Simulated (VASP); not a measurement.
Write the native input for VASP 6.6.1 that does the following.

* Task: relaxation of cell and atoms
* Functional: PBEsol
* Potentials or basis: VASP PAW PBE potentials, release 64 (Zr_sv)
* Cutoff: 600 eV
* k mesh: 11 × 11 × 3
* Occupations: fermi-dirac, width 0.1 eV
* Spin: no spin polarisation
* Dipole correction: no
* Further INCAR settings: ALGO = Normal; EDIFF = 1e-07; IBRION = 2; EDIFFG = -0.01; NSW = 80; ISIF = 3

The structure of Zr lies in POSCAR:

```
Zr
1.0
    3.2050642256      0.0000000000      0.0000000000
   -1.6025321128      2.7756670401      0.0000000000
    0.0000000000      0.0000000000     10.4677397607
Zr
4
Direct
    0.0000000000      0.0000000000      0.0000000000
    0.0000000000      0.0000000000      0.5000000000
    0.3333333333      0.6666666667      0.2500000000
    0.6666666667      0.3333333333      0.7500000000
```

These files were run (other wordings do the same):

INCAR

```
SYSTEM = Zr
PREC = Accurate
ENCUT = 600
EDIFF = 1E-7
ISMEAR = -1
SIGMA = 0.1
LREAL = .FALSE.
LASPH = .TRUE.
NELM = 60
ALGO = Normal
ISIF = 3
LWAVE = .FALSE.
LCHARG = .FALSE.
GGA = PS
IBRION = 2
NSW = 80
EDIFFG = -0.01
```

KPOINTS

```
regular mesh
0
G
  11 11 3
  0 0 0
```

Potentials or basis: VASP PAW PBE potentials, release 64 (Zr_sv).

Launch:

```sh
$ cat potpaw_PBE.64/Zr_sv/POTCAR > POTCAR
$ mpirun -np 1 vasp_std > vasp.out
```

It gave:

The relaxed volume is 22.48 Å³/atom, the relaxed cell is a = 3.170 Å, b = 3.170 Å, c = 10.334 Å, α = 90.00°, β = 90.00°, γ = 120.00° and the space group after relaxing (to 0.1 Å) is P6_3/mmc (No. 194). The energy gained by relaxing is 8.3 meV/atom. The ionic steps are 3. The pressure after relaxing is 0.0 GPa and the band gap on the k mesh is zero (bands 24 and 25 overlap by 1.20 eV).

Caveat: the PAW data sets were made with another functional, which shifts forces and pressure a little.

Run time: 5.6 min on 1 thread of Intel(R) Xeon(R) Platinum 8488C (Sapphire Rapids), on a shared host, peak memory 0.29 GiB.
